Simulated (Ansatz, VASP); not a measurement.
## Two plane-wave programs on Ni

The input POSCAR:

```
Ni
1.0
    0.0000000000      1.7619350000      1.7619350000
    1.7619350000      0.0000000000      1.7619350000
    1.7619350000      1.7619350000      0.0000000000
Ni
1
Direct
    0.0000000000      0.0000000000      0.0000000000
```

The input INCAR.step1:

```
SYSTEM = Ni
PREC = Accurate
ENCUT = 520
ISMEAR = -1
SIGMA = 0.1
LREAL = .FALSE.
LASPH = .TRUE.
NELM = 150
ISPIN = 2
MAGMOM = 1
LMAXMIX = 4
NBANDS = 15
GGA = PE
ALGO = Normal
EDIFF = 1E-4
LWAVE = .TRUE.
LCHARG = .FALSE.
```

File INCAR.step2:

```
SYSTEM = Ni
PREC = Accurate
ENCUT = 520
EDIFF = 1E-7
ISMEAR = -1
SIGMA = 0.1
LREAL = .FALSE.
LASPH = .TRUE.
NELM = 150
ALGO = Normal
ISIF = 2
LWAVE = .FALSE.
LCHARG = .FALSE.
ISPIN = 2
MAGMOM = 1
LORBIT = 11
LMAXMIX = 4
METAGGA = R2SCAN
LMIXTAU = .TRUE.
NBANDS = 15
ISTART = 1
```

The input KPOINTS:

```
regular mesh
0
G
  19 19 19
  0 0 0
```

Input for Ansatz:

```yaml
crystal:
  lattice:
    - [0.0, 1.761935, 1.761935]
    - [1.761935, 0.0, 1.761935]
    - [1.761935, 1.761935, 0.0]
  atoms:
    - { symbol: Ni, position: [0.0, 0.0, 0.0], spin: 1.0 }
kpoints:
  mp_grid:
    grid: [19, 19, 19]
    shift: [0.0, 0.0, 0.0]
hamiltonian:
  xc: r2scan
magnetization:
  spin_polarized: true
scf:
  occupations:
    method: fermi_dirac
output:
  write_density: true
  write_potential_components: true
  dos:
    de: 0.1
    method:
      smearing:
        sigma: 0.2
    projected: true
```

Alike in both runs: task single point; functional r2SCAN; k mesh 19 × 19 × 19; collinear spin.

|  | VASP | Ansatz |
| --- | --- | --- |
| version | VASP 6.6.1 | Ansatz 0.2.0 |
| potentials or method | VASP PAW PBE potentials, release 64 (Ni) | plane waves, PAW |
| plane-wave cutoff (eV) | 520 | 500 |
| occupations | fermi-dirac, width 0.1 eV | fermi-dirac |
| valence electrons in the cell | 10 | 18 |

```csv
,VASP,Ansatz,Ansatz less VASP
gap on the k mesh at the Fermi level (eV),none,none,-
net moment per atom (μB),0.72,0.74,+0.017
size of the moment on the site where the two differ most (μB),0.75,0.81,+0.062
```

VASP's potentials were made for PBE, not for r2SCAN. Site moments also hang on the region over which each program counts them. A gap of «none» marks a metal or a gap that the smearing closes. VASP's potentials hold 10 valence electrons a cell and Ansatz's 18, so a difference there can come from the potentials and not from the codes. Ansatz's warnings: stability check not made.
